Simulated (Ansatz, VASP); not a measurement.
**ScAl3: VASP beside Ansatz**

INCAR

```
  AGGAC = 1.0
  AGGAX = 1.0
  ALDAC = 0.0
  ALDAX = 1.0
  ALGO = Normal
  EDIFF = 1E-6
  EDIFFG = -0.01
  ENCUT = 600
  GGA = B5
  IBRION = 2
  ISIF = 3
  ISMEAR = -1
  IVDW = 12
  LASPH = True
  LCHARG = False
  LREAL = False
  LWAVE = False
  NELM = 60
  NSW = 60
  PREC = Accurate
  SIGMA = 0.05
  VDW_A1 = 0.4298
  VDW_A2 = 4.2359
  VDW_S6 = 1.0
  VDW_S8 = 2.6996
```

File KPOINTS:

```
k-points
0
Gamma
  7 7 7
```

The input POSCAR:

```
ScAl3
1.0
    4.0878065700      0.0000000000      0.0000000000
    0.0000000000      4.0878065700      0.0000000000
    0.0000000000      0.0000000000      4.0878065700
Sc Al
1 3
Direct
    0.0000000000      0.0000000000      0.0000000000
    0.5000000000      0.5000000000      0.0000000000
    0.0000000000      0.5000000000      0.5000000000
    0.5000000000      0.0000000000      0.5000000000
```

input.yaml

```yaml
crystal:
  lattice:
    - [4.08780657, 0.0, 0.0]
    - [0.0, 4.08780657, 0.0]
    - [0.0, 0.0, 4.08780657]
  atoms:
    - { symbol: Sc, position: [0.0, 0.0, 0.0] }
    - { symbol: Al, position: [0.5, 0.5, 0.0] }
    - { symbol: Al, position: [0.0, 0.5, 0.5] }
    - { symbol: Al, position: [0.5, 0.0, 0.5] }
hamiltonian:
  xc: blyp
  pseudopotentials: { kind: paw }
  dispersion: d3bj
kpoints:
  mp_grid: { grid: [7, 7, 7] }
scf:
  occupations: { method: fermi_dirac, width: 0.05 }
output:
  forces: true
  stress: true
relax:
  f_tol: 0.01
  max_steps: 40
  cell: { stress_tol: 0.05 }
```

Alike in both runs: task relaxation of cell and atoms; functional BLYP; dispersion D3(BJ); k mesh 7 × 7 × 7; occupations fermi-dirac, width 0.05 eV; no spin polarisation.

```csv
,VASP,Ansatz
version,VASP 6.6.1,Ansatz 0.2.0
potentials or method,"VASP PAW PBE potentials, release 64 (Sc_sv, Al)",Ansatz PAW
plane-wave cutoff (eV),600,420
valence electrons in the cell,20,20
```

Ansatz gave:

* relaxed volume (Å³/atom): 16.12
* relaxed cell length with the largest relative difference (Å): 4.010

**Question.** Estimate VASP's values.

**Answer.** Relaxed volume (Å³/atom): 16.14; relaxed cell length with the largest relative difference (Å): 4.012.

VASP's potentials were made for PBE, not for BLYP.

Noted on Ansatz's run: the plane-wave basis is chosen anew once the cell has moved, so the energies of steps on either side of that aren't comparable.
